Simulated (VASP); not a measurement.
GdY2O2: single point with PBE

Crystal: GdY2O2.

```
Y Gd O
1.0
     6.01909    0.00000    0.00000
    -3.00954    5.21268    0.00000
     0.00000    0.00000    8.05070
Y Gd O
2 1 2
Direct
  0.33333 0.66667 0.50000
  0.66667 0.33333 0.50000
  0.00000 0.00000 0.50000
  0.00000 0.00000 0.73981
  0.00000 0.00000 0.26019
```

The cell was generated, and may not be a known phase.

* Program: VASP 6.6.1
* Task: single point
* Functional: PBE
* Potentials or basis: VASP PAW PBE potentials, release 64 (Y_sv, Gd, O)
* Cutoff: 520 eV
* k mesh: 6 × 6 × 4
* Occupations: gaussian, width 0.1 eV
* Spin: collinear spin, ferromagnetic start
* Starting moments: [0.0, 0.0, 7.0, 0.0, 0.0] μB
* Dipole correction: no
* Further INCAR settings: ALGO = Normal; EDIFF = 1e-06; NBANDS = 38

| Item | Value |
| --- | --- |
| Pressure | 0.2 GPa |
| Largest force | 0.274 eV/Å |
| Net moment | 5.35 μB per cell |
| Site moments | Y -0.21; Gd +6.41; O -0.30 μB |
| Valence electrons inside the program's atomic spheres | Y 9.26; Gd 15.55; O 4.87 |

Forces on the atoms (eV/Å):
```
Y    0.000  0.000  0.000
Y    0.000  0.000  0.000
Gd   0.000  0.000  0.000
O    0.000  0.000  0.274
O    0.000  0.000 -0.274
```

Stress tensor (GPa, compression positive):
```
-0.07  0.00  0.00
 0.00 -0.07  0.00
 0.00  0.00  0.79
```

Levels at points of the mesh, in eV from the Fermi level:
Spin up:
| k point | band 25 | band 26 | band 27 | band 28 | band 29 | band 30 | band 31 | band 32 | band 33 | band 34 |
| --- | --- | --- | --- | --- | --- | --- | --- | --- | --- | --- |
| (0.00, 0.00, 0.00) | -2.85 | -1.65 | -1.65 | 0.43 | 0.43 | 0.46 | 0.52 | 0.52 | 0.57 | 0.88 |
| (0.50, 0.00, 0.00) | -2.21 | -1.62 | -1.40 | -1.06 | -0.69 | 0.21 | 0.33 | 0.53 | 0.66 | 0.70 |
| (0.00, 0.00, 0.50) | -2.76 | -1.63 | -1.63 | 0.37 | 0.43 | 0.43 | 0.52 | 0.52 | 0.59 | 0.89 |
| (0.50, 0.00, 0.50) | -2.18 | -1.60 | -1.39 | -1.06 | -0.68 | 0.21 | 0.29 | 0.49 | 0.53 | 0.70 |
Spin down:
| k point | band 21 | band 22 | band 23 | band 24 | band 25 | band 26 |
| --- | --- | --- | --- | --- | --- | --- |
| (0.00, 0.00, 0.00) | -1.52 | 0.20 | 0.20 | 0.24 | 0.24 | 0.39 |
| (0.50, 0.00, 0.00) | -1.51 | -1.33 | -0.90 | -0.18 | 0.18 | 0.31 |
| (0.00, 0.00, 0.50) | -1.64 | 0.20 | 0.20 | 0.24 | 0.24 | 0.51 |
| (0.50, 0.00, 0.50) | -1.51 | -1.32 | -0.89 | -0.18 | 0.17 | 0.30 |

Run time: 15 min on 1 thread of Intel(R) Xeon(R) Platinum 8488C (Sapphire Rapids), with other jobs on the host, peak memory 0.69 GiB.

Caveat: spin-orbit coupling is left out, which moves the levels of the heavy elements; a cell with one magnetic atom can't hold antiferromagnetic order, which such compounds often take; semilocal functionals describe open f shells poorly, which spoils levels, moments and volumes. The state reached can hang on the start; a lower one may exist.
